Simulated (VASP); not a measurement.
The system is FeNi2.

```xyz
3
Lattice="0.0000 2.4817 2.4817 2.4817 0.0000 2.4817 2.4817 2.4817 0.0000" Properties=species:S:1:pos:R:3 pbc="T T T"
Fe    0.0000    0.0000    0.0000
Ni    1.2408    1.2408    1.2408
Ni    3.7225    3.7225    3.7225
```

```yaml
Program: VASP 6.6.1
Task: relaxation of cell and atoms
Functional: PBE
Potentials_or_basis: VASP PAW PBE potentials, release 64 (Fe, Ni)
Cutoff: 600 eV
k_mesh: 6 × 6 × 6
Occupations: gaussian, width 0.1 eV
Spin: collinear spin, ferromagnetic start
Starting_moments: "[4.0, 2.0, 2.0] μB"
```

At the start: pressure 69.1 GPa; volume 10.19 Å³/atom.

Problem. How do energy, volume and symmetry change on relaxing?

Solution. Over 5 steps the energy falls by 504.7 meV/atom and the volume is 13.21 Å³/atom (+29.6 %); space group Fm-3m (No. 225, to 0.05 Å); moment 4.08 μB per cell.

The path:
```
step  energy change (eV)  largest force (eV/Å)  pressure (GPa)  volume (Å³)
   1              0.0000                0.0000           69.07        30.57
   2             -0.2073                0.0000          -21.05        54.41
   3             -1.5106                0.0000           -1.98        40.21
   4             -1.5137                0.0000           -0.63        39.83
   5             -1.5142                0.0000           -0.08        39.63
```

Final structure:
```xyz
3
Lattice="0.0000 2.7060 2.7060 2.7060 0.0000 2.7060 2.7060 2.7060 0.0000" Properties=species:S:1:pos:R:3 pbc="T T T"
Fe    0.0000    0.0000    0.0000
Ni    1.3530    1.3530    1.3530
Ni    4.0591    4.0591    4.0591
```

Caveat: the k points lie up to 0.34 Å⁻¹ apart in the final cell; the volume moved by over 15 % at a fixed basis, so the end points are rough.
